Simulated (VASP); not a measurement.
Here is a VASP 6.6.1 calculation.

INCAR

```
SYSTEM = MoS2
  ALGO = Normal
  EDIFF = 1E-6
  ENCUT = 520
  GGA = PS
  ISIF = 2
  ISMEAR = 0
  LASPH = .True.
  LCHARG = .True.
  LELF = .True.
  LREAL = .False.
  LVHAR = .True.
  LWAVE = .False.
  NBANDS = 64
  NELM = 100
  PREC = Accurate
  SIGMA = 0.02
```

KPOINTS

```
k-points
0
Gamma
  12 12 1
  0 0 0
```

Contents of POSCAR:

```
MoS2
1.0
    3.1411412011      0.0000000000      0.0000000000
   -1.5705706006      2.7203080770      0.0000000000
    0.0000000000      0.0000000000     37.4729140925
Mo S
4 8
Direct
    0.6666666667      0.3333333333      0.9159595554
    0.6666666667      0.3333333333      0.2517394084
    0.3333333333      0.6666666667      0.7482605916
    0.3333333333      0.6666666667      0.0840404446
    0.3333333333      0.6666666667      0.9575689646
    0.3333333333      0.6666666667      0.2933173145
    0.6666666667      0.3333333333      0.7898764585
    0.6666666667      0.3333333333      0.1256496678
    0.3333333333      0.6666666667      0.8743503322
    0.3333333333      0.6666666667      0.2101235415
    0.6666666667      0.3333333333      0.7066826855
    0.6666666667      0.3333333333      0.0424310354
```

Potentials or basis: VASP PAW PBE potentials, release 64 (Mo_sv, S).

The run is started by

```console
$ cat potpaw_PBE.64/Mo_sv/POTCAR potpaw_PBE.64/S/POTCAR > POTCAR
$ mpirun -np 1 vasp_std > vasp.out
```

(1) What does it give for the band gap on the k mesh?

Answers

(1) 1.13 eV, indirect (least direct gap 1.76 eV).
